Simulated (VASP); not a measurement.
# BiTe (Fm-3m) in VASP: a series of runs

The runs below take BiTe through single point, relaxation of cell and atoms, with LDA.

Everything below comes from runs of VASP 6.6.1. Logs are shortened: lines on timing, memory, paths and dates and some standing lists are left out, and cuts for length are marked.

## (1) The cell of the first run

The structure is cubic, space group Fm-3m (No. 225). The conventional cell has a = 6.351 Å, b = 6.351 Å, c = 6.351 Å, α = 90.00°, β = 90.00°, γ = 90.00°. Within 4.2 Å of Bi (site symmetry m-3m) lie 6 Te at 3.18 Å. Within 4.2 Å of Te (site symmetry m-3m) lie 6 Bi at 3.18 Å.

## (2) Single point, LDA

INCAR

```
PREC     = Accurate       # precision mode
ENCUT    = 520            # plane-wave cutoff, eV
EDIFF    = 1E-6           # SCF threshold, eV
ISMEAR   = -1             # smearing method
SIGMA    = 0.05           # smearing width, eV
LREAL    = False          # projectors in reciprocal space
LASPH    = True           # aspherical terms in the spheres
NELM     = 80             # most SCF steps
ALGO     = Normal         # electronic algorithm
ISIF     = 2              # what is computed and relaxed
LWAVE    = False          # write WAVECAR
LCHARG   = False          # write CHGCAR
GGA      = CA             # functional
NBANDS   = 18             # bands
```

KPOINTS

```
Automatic mesh
0
Gamma
  9 9 9
```

POSCAR

```
BiTe
1.0
    0.0000000000      3.1754421744      3.1754421744
    3.1754421744      0.0000000000      3.1754421744
    3.1754421744      3.1754421744      0.0000000000
Bi Te
1 1
Direct
    0.0000000000      0.0000000000      0.0000000000
    0.5000000000      0.5000000000      0.5000000000
```

Potentials or basis: VASP PAW LDA potentials, release 64 (Bi_d, Te).

Command:

```sh
$ cat potpaw_LDA.64/Bi_d/POTCAR potpaw_LDA.64/Te/POTCAR > POTCAR
$ mpirun -np 1 vasp_std > vasp.out
```

OUTCAR:

```text
PREC = Accurate
   ENCUT = 520
   EDIFF = 1E-6
   ISMEAR = -1
   LREAL = False
   LASPH = True
   NELM = 80
   ISIF = 2
   GGA = CA

 ion  position               nearest neighbor table
   1  0.000  0.000  0.000-   2 3.18   2 3.18   2 3.18   2 3.18   2 3.18   2 3.18
   2  0.500  0.500  0.500-   1 3.18   1 3.18   1 3.18   1 3.18   1 3.18   1 3.18

  LATTYP: Found a face centered cubic cell.
 ALAT       =     6.3508843488

  Lattice vectors:

 A1 = (   0.0000000000,   3.1754421744,   3.1754421744)
 A2 = (   3.1754421744,   0.0000000000,   3.1754421744)
 A3 = (   3.1754421744,   3.1754421744,   0.0000000000)

Analysis of symmetry for initial positions (statically):
=====================================================================
 Subroutine PRICEL returns:
 Original cell was already a primitive cell.

 Routine SETGRP: Setting up the symmetry group for a
 face centered cubic supercell.

 Subroutine GETGRP returns: Found 48 space group operations
 (whereof 48 operations were pure point group operations)
 out of a pool of 48 trial point group operations.

The static configuration has the point symmetry O_h .

Analysis of symmetry for dynamics (positions and initial velocities):
=====================================================================
 Subroutine PRICEL returns:
 Original cell was already a primitive cell.

 Routine SETGRP: Setting up the symmetry group for a
 face centered cubic supercell.

 Subroutine GETGRP returns: Found 48 space group operations
 (whereof 48 operations were pure point group operations)
 out of a pool of 48 trial point group operations.

The dynamic configuration has the point symmetry O_h .

 Subroutine INISYM returns: Found 48 space group operations
 (whereof 48 operations are pure point group operations),
 and found     1 'primitive' translations

----------------------------------------------------------------------------------------

                                     Primitive cell

  volume of cell :      64.0387

  direct lattice vectors                    reciprocal lattice vectors
     0.000000000  3.175442174  3.175442174    -0.157458386  0.157458386  0.157458386
     3.175442174  0.000000000  3.175442174     0.157458386 -0.157458386  0.157458386
     3.175442174  3.175442174  0.000000000     0.157458386  0.157458386 -0.157458386

  length of vectors
     4.490753390  4.490753390  4.490753390     0.272725925  0.272725925  0.272725925

  position of ions in fractional coordinates (direct lattice)
     0.000000000  0.000000000  0.000000000
     0.500000000  0.500000000  0.500000000

  ion indices of the primitive-cell ions
   primitive index   ion index
                 1           1
                 2           2

----------------------------------------------------------------------------------------

 KPOINTS: Automatic mesh

Automatic generation of k-mesh.
 Grid dimensions read from file:
 generate k-points for:    9    9    9

 Generating k-lattice:

  Cartesian coordinates                     Fractional coordinates (reciprocal lattice)
    -0.017495376  0.017495376  0.017495376     0.111111111  0.000000000  0.000000000
     0.017495376 -0.017495376  0.017495376     0.000000000  0.111111111  0.000000000
     0.017495376  0.017495376 -0.017495376     0.000000000  0.000000000  0.111111111

  Length of vectors
     0.030302881  0.030302881  0.030302881

  Shift w.r.t. Gamma in fractional coordinates (k-lattice)
     0.000000000  0.000000000  0.000000000

 Subroutine IBZKPT returns following result:
 ===========================================

 Found     35 irreducible k-points:

 Following reciprocal coordinates:
            Coordinates               Weight
  0.000000  0.000000  0.000000      1.000000
  0.111111  0.000000  0.000000      8.000000
  0.222222  0.000000  0.000000      8.000000
  0.333333  0.000000  0.000000      8.000000
  0.444444  0.000000  0.000000      8.000000
  0.111111  0.111111  0.000000      6.000000
[... 16 lines left out ...]
 -0.333333  0.333333  0.000000     12.000000
  0.444444  0.444444  0.000000      6.000000
 [... further k-points ...]
   k-points           NKPTS =     35   k-points in BZ     NKDIM =     35   number of bands    NBANDS=     18
   number of dos      NEDOS =    301   number of ions     NIONS =      2
   total plane-waves  NPLWV =  46656
   dimension x,y,z NGX =    36 NGY =   36 NGZ =   36
   dimension x,y,z NGXF=    72 NGYF=   72 NGZF=   72
   ions per type =               1   1
   NGX,Y,Z   is equivalent  to a cutoff of  13.33, 13.33, 13.33 a.u.
   NGXF,Y,Z  is equivalent  to a cutoff of  26.65, 26.65, 26.65 a.u.
 SYSTEM =  unknown system
   PREC   = accura    normal or accurate (medium, high low for compatibility)
   ISTART =      0    job   : 0-new  1-cont  2-samecut
   ICHARG =      2    charge: 1-file 2-atom 10-const
   ISPIN  =      1    spin polarized calculation?
   LNONCOLLINEAR =      F non collinear calculations
   LSORBIT =      F    spin-orbit coupling
   LASPH  =      T    aspherical Exc in radial PAW
   ENCUT  =  520.0 eV  38.22 Ry    6.18 a.u.   8.35  8.35  8.35*2*pi/ulx,y,z
   NELM   =     80;   NELMIN=  2; NELMDL= -5     # of ELM steps
   EDIFF  = 0.1E-05   stopping-criterion for ELM
   LREAL  =      F    real-space projection
   EDIFFG = 0.1E-04   stopping-criterion for IOM
   NSW    =      0    number of steps for IOM
   IBRION =     -1    ionic relax: 0-MD 1-quasi-New 2-CG
   NFREE  =      0    steps in history (QN), initial steepest desc. (CG)
   ISIF   =      2    stress and relaxation
   ISYM   =      2    0-nonsym 1-usesym 2-fastsym
   POTIM  = 0.5000    time-step for ionic-motion
   TEBEG  =    0.0;   TEEND  =   0.0 temperature during run
   PSTRESS=    0.0 pullay stress
   NELECT =      21.0000    total number of electrons
   NUPDOWN=      -1.0000    fix difference up-down
   EMIN   =  10.00;   EMAX   =-10.00  energy-range for DOS
   EFERMI =   0.00;   METHOD = LEGACY
   ISMEAR =    -1;   SIGMA  =   0.05  broadening in eV -4-tet -1-fermi 0-gaus
   EFERMI_NEDOS =   21; number of points for ismear=-14 and -15
   IALGO  =     38    algorithm
   IMIX   =      4    mixing-type and parameters
     AMIX     =   0.40;   BMIX     =  1.00
     AMIX_MAG =   1.60;   BMIX_MAG =  1.00
  volume/ion in A,a.u.               =      32.02       216.08
  Fermi-wavevector in a.u.,A,eV,Ry     =   1.128930  2.133369 17.340396  1.274483
  Thomas-Fermi vector in A             =   2.265622
   LORBIT       =      0    0 simple, 1 ext, 2 COOP (PROOUT), +10 PAW based schemes
   GGA     = CA    functional components
   LHFCALC =     F    Hartree Fock is set to
   AEXX    =    0.0000 exact exchange contribution
   IVDW    =     0    specifies the selected vdW correction
   LEPSILON=     F    determine dielectric tensor
   LRPA    =     F    only Hartree local field effects (RPA)
 non-spin polarized calculation
  energy-cutoff  :      520.00
  volume of cell :       64.04
 maximum number of plane-waves:      1759
 NGX is ok and might be reduce to    36
   NGX = 17   NGY = 17   NGZ = 17

 number of electron      21.0000002 magnetization

 Free energy of the ion-electron system (eV)
  ---------------------------------------------------
  ext. energy  EPLUGINS =         0.00000000
  ---------------------------------------------------
  free energy    TOTEN  =        -8.52020993 eV

  energy without entropy =       -8.50770456  energy(sigma->0) =       -8.51395725

 E-fermi :   7.0887     XC(G=0):  -9.9208

 val. band max:        7.0812268539   @ k =  -0.3333   0.3333   0.1111
 cond. band min:       7.1235750306   @ k =   0.3333   0.0000   0.0000
 fundamental gap:      0.0423481767
 Fermi energy:         7.0887208882

 k-point     1 :       0.0000    0.0000    0.0000
  band No.  band energies     occupation
      1     -15.9641      2.00000
      2     -15.9641      2.00000
      3     -15.9531      2.00000
      4     -15.9531      2.00000
      5     -15.9531      2.00000
      6      -6.7970      2.00000
[... 10 lines left out ...]
     17      13.4732      0.00000
     18      13.4860      0.00000

 k-point     2 :       0.1111    0.0000    0.0000
  band No.  band energies     occupation
      1     -15.9646      2.00000
      2     -15.9646      2.00000
      3     -15.9528      2.00000
      4     -15.9522      2.00000
      5     -15.9522      2.00000
      6      -6.6787      2.00000
[... 10 lines left out ...]
     17      14.2278      0.00000
     18      14.4003      0.00000

 k-point     3 :       0.2222    0.0000    0.0000
  band No.  band energies     occupation
      1     -15.9663      2.00000
      2     -15.9663      2.00000
      3     -15.9521      2.00000
      4     -15.9498      2.00000
      5     -15.9498      2.00000
      6      -6.3273      2.00000
[... 10 lines left out ...]
     17      15.8159      0.00000
     18      16.0482      0.00000

 k-point     4 :       0.3333    0.0000    0.0000
  band No.  band energies     occupation
      1     -15.9683      2.00000
      2     -15.9683      2.00000
      3     -15.9514      2.00000
      4     -15.9468      2.00000
      5     -15.9468      2.00000
      6      -5.7554      2.00000
[... 375 lines left out ...]
      4     -15.9425      2.00000
      5     -15.9412      2.00000
      6      -4.6601      2.00000
[... 10 lines left out ...]
     17      17.2469      0.00000
     18      17.6414      0.00000

 k-point    23 :      -0.3333    0.3333    0.0000
  band No.  band energies     occupation
      1     -15.9757      2.00000
      2     -15.9650      2.00000
      3     -15.9503      2.00000
      4     -15.9450      2.00000
      5     -15.9427      2.00000
      6      -4.4021      2.00000
[... 10 lines left out ...]
     17      16.3105      0.00000
     18      19.2054      0.00000

 k-point    24 :       0.4444    0.4444    0.0000
  band No.  band energies     occupation
      1     -15.9832      2.00000
      2     -15.9583      2.00000
      3     -15.9576      2.00000
      4     -15.9398      2.00000
      5     -15.9398      2.00000
      6      -4.9563      2.00000
[... 10 lines left out ...]
     17      17.6854      0.00000
     18      17.6908      0.00000

 [... further k-points ...]

------------------------ aborting loop because EDIFF is reached ----------------------------------------

  FORCE on cell =-STRESS in cart. coord.  units (eV):
  Direction    XX          YY          ZZ          XY          YZ          ZX
  --------------------------------------------------------------------------------------
  -------------------------------------------------------------------------------------
  Total        0.0144730      0.0144730      0.0144730      0.0000000     -0.0000000      0.0000000
  in kB        0.3620972      0.3620972      0.3620972      0.0000000     -0.0000000      0.0000000
  external PRESSURE =       0.3620972 kB  Pullay stress =       0.0000000 kB

 VOLUME and BASIS-vectors are now :
 -----------------------------------------------------------------------------
  energy-cutoff  :      520.00
  volume of cell :       64.04
      direct lattice vectors                 reciprocal lattice vectors
     0.000000000  3.175442174  3.175442174    -0.157458386  0.157458386  0.157458386
     3.175442174  0.000000000  3.175442174     0.157458386 -0.157458386  0.157458386
     3.175442174  3.175442174  0.000000000     0.157458386  0.157458386 -0.157458386

 POSITION                                       TOTAL-FORCE (eV/Angst)
 -----------------------------------------------------------------------------------
      0.00000      0.00000      0.00000         0.000000      0.000000      0.000000
      3.17544      3.17544      3.17544        -0.000000      0.000000     -0.000000
 -----------------------------------------------------------------------------------
    total drift:                               -0.000000      0.000000      0.000000

  FREE ENERGIE OF THE ION-ELECTRON SYSTEM (eV)
  ---------------------------------------------------
  free  energy   TOTEN  =        -8.5202099323 eV

  energy  without entropy=       -8.5077045602  energy(sigma->0) =       -8.51395725
```

It took 30 s on 1 thread of Intel Xeon 6975P-C, shared host; peak memory 0.19 GiB.

What came out:

```
Free energy            : -8.5202 eV
Pressure               : 0.0 GPa
Band gap on the k mesh : zero (an odd number of electrons rules out a gap without spin polarisation)
```

Caveat: spin-orbit coupling is left out, which moves the levels of the heavy elements; an odd number of electrons without spin polarisation forces a metal; a magnetic or distorted state may lie lower.

## (3) Single point, LDA

INCAR

```
SYSTEM = BiTe
PREC = Accurate
ENCUT = 520
EDIFF = 1E-7
ISMEAR = -1
SIGMA = 0.05
LREAL = .FALSE.
LASPH = .TRUE.
NELM = 60
ALGO = Normal
ISIF = 2
LWAVE = .FALSE.
LCHARG = .FALSE.
NBANDS = 18
```

KPOINTS

```
Automatic mesh
0
G
  11 11 11
  0 0 0
```

POSCAR

```
BiTe
1.0
    0.0000000000      3.1750224303      3.1750224303
    3.1750224303      0.0000000000      3.1750224303
    3.1750224303      3.1750224303      0.0000000000
Bi Te
1 1
Direct
    0.0000000000      0.0000000000      0.0000000000
    0.5000000000      0.5000000000      0.5000000000
```

Potentials or basis: VASP PAW LDA potentials, release 64 (Bi_d, Te).

Command:

```sh
$ cat potpaw_LDA.64/Bi_d/POTCAR potpaw_LDA.64/Te/POTCAR > POTCAR
$ mpirun -np 1 vasp_std > vasp.out
```

Run time: 53 s. Hardware: 1 thread of Intel Xeon 6975P-C, shared host; peak memory 0.21 GiB.

Results (log left out):

| Item | Value |
| --- | --- |
| Free energy | -8.5276 eV |
| Pressure | 0.1 GPa |
| Band gap on the k mesh | zero (an odd number of electrons rules out a gap without spin polarisation) |

Levels at points of the mesh, in eV from the Fermi level:
```tsv
k point	band 7	band 8	band 9	band 10	band 11	band 12	band 13	band 14
(0.00, 0.00, 0.00)	-7.93	-2.66	-2.66	-2.66	2.26	2.26	2.26	4.62
```

Caveat: spin-orbit coupling is left out, which moves the levels of the heavy elements; an odd number of electrons without spin polarisation forces a metal; a magnetic or distorted state may lie lower.

## (4) Relaxation of cell and atoms, LDA

This run uses another cell than the first one, of 32.37 Å³/atom.

INCAR

```
SYSTEM = BiTe
  PREC = Accurate
  ENCUT = 600
  EDIFF = 1E-7
  ISMEAR = -1
  SIGMA = 0.05
  LREAL = .FALSE.
  LASPH = .TRUE.
  NELM = 100
  ALGO = Normal
  ISIF = 3
  LWAVE = .FALSE.
  LCHARG = .FALSE.
  GGA = CA
  IBRION = 2
  NSW = 100
  EDIFFG = -0.005
```

KPOINTS

```
regular mesh
0
G
  9 9 9
  0 0 0
```

POSCAR

```
BiTe
1.0
    0.0000000000      3.1869031609      3.1869031609
    3.1869031609      0.0000000000      3.1869031609
    3.1869031609      3.1869031609      0.0000000000
Bi Te
1 1
Direct
    0.0000000000      0.0000000000      0.0000000000
    0.5000000000      0.5000000000      0.5000000000
```

Command:

```sh
$ cat potpaw_LDA.64/Bi_d/POTCAR potpaw_LDA.64/Te/POTCAR > POTCAR
$ mpirun -np 1 vasp_std > vasp.out
```

It took 61 s on 1 thread of Intel Xeon 6975P-C, shared host; peak memory 0.2 GiB.

The run converged. Its results:

```
Free energy                           : -8.5204 eV
Relaxed volume                        : 32.06 Å³/atom
Relaxed cell                          : a = 4.493 Å, b = 4.493 Å, c = 4.493 Å, α = 60.00°, β = 60.00°, γ = 60.00°
Space group after relaxing (to 0.1 Å) : Fm-3m (No. 225)
Energy gained by relaxing             : 0.5 meV/atom
Ionic steps                           : 3
Pressure after relaxing               : 0.0 GPa
Band gap on the k mesh                : zero (an odd number of electrons rules out a gap without spin polarisation)
```

The path:
| step | energy change (eV) | largest force (eV/Å) | pressure (GPa) | volume (Å³) |
| --- | --- | --- | --- | --- |
| 1 | 0.0000 | 0.0000 | -0.52 | 64.73 |
| 2 | -0.0006 | 0.0000 | 0.35 | 63.76 |
| 3 | -0.0010 | 0.0000 | 0.00 | 64.13 |

Final structure:
```xyz
2
Lattice="0.0000 3.1769 3.1769 3.1769 0.0000 3.1769 3.1769 3.1769 0.0000" Properties=species:S:1:pos:R:3 pbc="T T T"
Bi    0.0000    0.0000    0.0000
Te    3.1769    3.1769    3.1769
```

Levels at points of the mesh, in eV from the Fermi level:
```tsv
k point	band 7	band 8	band 9	band 10	band 11	band 12	band 13	band 14
(0.00, 0.00, 0.00)	-7.92	-2.63	-2.63	-2.63	2.28	2.28	2.28	4.65
```

Caveat: spin-orbit coupling is left out, which moves the levels of the heavy elements; an odd number of electrons without spin polarisation forces a metal; a magnetic or distorted state may lie lower.

(Continued in part 2 of 2.)

The gap in the log of VASP goes by the Fermi energy; the results here count the filled bands.